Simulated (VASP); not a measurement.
# GaN (F-43m) in VASP: a series of runs, part 2 of 2

VASP 6.6.1. Earlier steps stand in the parts before.

## Step 4: Single point, PBEsol, non-collinear spin, zero start, spin-orbit coupling

This run uses another cell than the first one, of 11.50 Å³/atom.

Input file INCAR:

```
SYSTEM = GaN
PREC = Accurate ; ENCUT = 520
EDIFF = 1E-6 ; ISMEAR = 0
SIGMA = 0.01 ; LREAL = .FALSE.
LASPH = .TRUE. ; NELM = 150
ALGO = Normal ; ISIF = 2
LWAVE = .FALSE. ; LCHARG = .FALSE.
LNONCOLLINEAR = .TRUE. ; MAGMOM = 0 0 0 0 0 0
LORBIT = 11 ; LSORBIT = .TRUE.
GGA_COMPAT = .FALSE. ; LORBMOM = .TRUE.
GGA = PS ; NBANDS = 30
```

Input file KPOINTS:

```
regular mesh
0
G
  10 10 10
  0 0 0
```

Input file POSCAR:

```
GaN
1.0
    2.2571911493      2.2571911493      0.0000000000
   -2.2571911493      2.2571911493      0.0000000000
    0.0000000000      2.2571911493      2.2571911493
Ga N
1 1
Direct
    0.0000000000      0.0000000000      0.0000000000
    0.2500000000      0.7500000000      0.5000000000
```

Potentials or basis: VASP PAW PBE potentials, release 64 (Ga_d, N).

The run is started by

```console
$ cat potpaw_PBE.64/Ga_d/POTCAR potpaw_PBE.64/N/POTCAR > POTCAR
$ mpirun -np 1 vasp_ncl > vasp.out
```

OUTCAR:

```text
SYSTEM = GaN
   PREC = Accurate
   ENCUT = 520
   EDIFF = 1E-6
   ISMEAR = 0
   LREAL = .FALSE.
   LASPH = .TRUE.
   NELM = 150
   ISIF = 2
   LNONCOLLINEAR = .TRUE.
   LORBIT = 11
   LSORBIT = .TRUE.
   GGA = PS

 ion  position               nearest neighbor table
   1  0.000  0.000  0.000-   2 1.95   2 1.95   2 1.95   2 1.95
   2  0.250  0.750  0.500-   1 1.95   1 1.95   1 1.95   1 1.95

  LATTYP: Found a face centered cubic cell.
 ALAT       =     4.5143822986

  Lattice vectors:

 A1 = (   0.0000000000,   2.2571911493,   2.2571911493)
 A2 = (   2.2571911493,   0.0000000000,   2.2571911493)
 A3 = (   2.2571911493,   2.2571911493,   0.0000000000)

Analysis of symmetry for initial positions (statically):
=====================================================================
 Subroutine PRICEL returns:
 Original cell was already a primitive cell.

 Routine SETGRP: Setting up the symmetry group for a
 face centered cubic supercell.

 Subroutine GETGRP returns: Found 24 space group operations
 (whereof 24 operations were pure point group operations)
 out of a pool of 48 trial point group operations.

[... 1055 lines left out ...]
     0.0000000     0.0000000     0.0000000     0.0000000     0.0000000     0.0000000     0.0000000
     0.0000000     0.0000000     0.0000000     0.0000000     0.0000000     0.0000000     0.0000000
     0.0000000     0.0000000     0.0000000     0.0000000     0.0000000     0.0000000     0.0000000
     0.0000000     0.0000000     0.0000000     0.0000000     0.0000000     0.0000000     0.0000000
     0.0000000     0.0000000     0.0000000     0.0000000     0.0000000     0.0000000     0.0000000

 Ion:    2  E_soc:     -0.0000956
 l=   1
     0.0000000    -0.0000159    -0.0000159
    -0.0000159     0.0000000    -0.0000159
    -0.0000159    -0.0000159     0.0000000
 l=   2
     0.0000000     0.0000000     0.0000000     0.0000000     0.0000000
     0.0000000     0.0000000     0.0000000     0.0000000     0.0000000
     0.0000000     0.0000000     0.0000000     0.0000000     0.0000000
     0.0000000     0.0000000     0.0000000     0.0000000     0.0000000
     0.0000000     0.0000000     0.0000000     0.0000000     0.0000000
 l=   3
     0.0000000     0.0000000     0.0000000     0.0000000     0.0000000     0.0000000     0.0000000
     0.0000000     0.0000000     0.0000000     0.0000000     0.0000000     0.0000000     0.0000000
     0.0000000     0.0000000     0.0000000     0.0000000     0.0000000     0.0000000     0.0000000
     0.0000000     0.0000000     0.0000000     0.0000000     0.0000000     0.0000000     0.0000000
     0.0000000     0.0000000     0.0000000     0.0000000     0.0000000     0.0000000     0.0000000
     0.0000000     0.0000000     0.0000000     0.0000000     0.0000000     0.0000000     0.0000000
     0.0000000     0.0000000     0.0000000     0.0000000     0.0000000     0.0000000     0.0000000

 total charge

# of ion       s       p       d       tot
------------------------------------------
    1        0.791   0.898  10.175  11.865
    2        1.218   2.498   0.000   3.716
--------------------------------------------------
tot          2.009   3.396  10.175  15.581

 magnetization (x)

# of ion       s       p       d       tot
------------------------------------------
    1        0.000   0.000   0.000   0.000
    2       -0.000   0.000   0.000  -0.000
--------------------------------------------------
tot         -0.000   0.000   0.000  -0.000

 magnetization (y)

# of ion       s       p       d       tot
------------------------------------------
    1       -0.000  -0.000   0.000  -0.000
    2       -0.000  -0.000   0.000  -0.000
--------------------------------------------------
tot         -0.000  -0.000   0.000  -0.000

 magnetization (z)

# of ion       s       p       d       tot
------------------------------------------
    1        0.000   0.000  -0.000   0.000
    2        0.000   0.000   0.000   0.000
--------------------------------------------------
tot          0.000   0.000  -0.000   0.000
```

stdout:

```text
POSCAR found type information on POSCAR GaN
 POSCAR found :  2 types and       2 ions
 scaLAPACK will be used
 -----------------------------------------------------------------------------
|                                                                             |
|                                                                             |
|     You enforced a specific xc type in the INCAR file but a different       |
|     I HOPE YOU KNOW WHAT YOU ARE DOING!                                     |
|                                                                             |
 -----------------------------------------------------------------------------

 LDA part: xc-table for (Slater+PW92), standard interpolation
 POSCAR, INCAR and KPOINTS ok, starting setup
 FFT: planning ... GRIDC
 FFT: planning ... GRID_SOFT
 FFT: planning ... GRID
 WAVECAR not read
 entering main loop
```

It took 38 s on 1 thread of Intel Xeon Platinum 8559C (Emerald Rapids), shared host; peak memory 0.24 GiB.

Results:

- Free energy: -13.1262 eV
- Pressure: -2.4 GPa
- Net moment: 0.00 μB per cell
- Valence electrons inside the program's atomic spheres: Ga 11.87; N 3.72

Moments on the atoms (μB; x, y, z):
```
Ga  0.00 0.00 0.00
N   0.00 0.00 0.00
```

Caveat: the PAW data sets were made with another functional, which shifts forces and pressure a little.
